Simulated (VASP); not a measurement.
A run of VASP 6.6.1 is set up as follows.

File INCAR:

```
SYSTEM = RbBr
PREC     = Accurate       ! precision mode
ENCUT    = 520            ! plane-wave cutoff, eV
EDIFF    = 1E-6           ! SCF threshold, eV
ISMEAR   = 0              ! smearing method
SIGMA    = 0.05           ! smearing width, eV
LREAL    = .False.        ! projectors in reciprocal space
LASPH    = .True.         ! aspherical terms in the spheres
NELM     = 60             ! most SCF steps
ALGO     = Normal         ! electronic algorithm
ISIF     = 2              ! what is computed and relaxed
LWAVE    = .False.        ! write WAVECAR
LCHARG   = .False.        ! write CHGCAR
GGA      = PE             ! functional
NBANDS   = 15             ! bands
```

File KPOINTS:

```
regular mesh
0
Gamma
  6 6 6
  0 0 0
```

Contents of POSCAR:

```
RbBr
1.0
    4.1929021031      0.0000000000      0.0000000000
    0.0000000000      4.1929021031      0.0000000000
    0.0000000000      0.0000000000      4.1929021031
Rb Br
1 1
Direct
   -0.1157227195      0.0000000000      0.0000000000
    0.6237806148      0.5000000000      0.5000000000
```

Potentials or basis: VASP PAW PBE potentials, release 64 (Rb_sv, Br).

Run with:

```sh
$ cat potpaw_PBE.64/Rb_sv/POTCAR potpaw_PBE.64/Br/POTCAR > POTCAR
$ mpirun -np 1 vasp_std > vasp.out
```

Task: What does it give for the pressure?

Result: 3.8 GPa.

Task: Estimate the band gap on the k mesh.

Result: 3.94 eV (least direct gap 4.16 eV).

Task: Predict the largest force.

Result: 0.676 eV/Å.

Forces in eV/Å, atoms in the order of the input:
```
Rb   0.676  0.000  0.000
Br  -0.676  0.000  0.000
```

Caveat: the cell differs from its parent crystal (atoms displaced along a vibrational mode); the cell stands under pressure. A k mesh can miss the band edges.
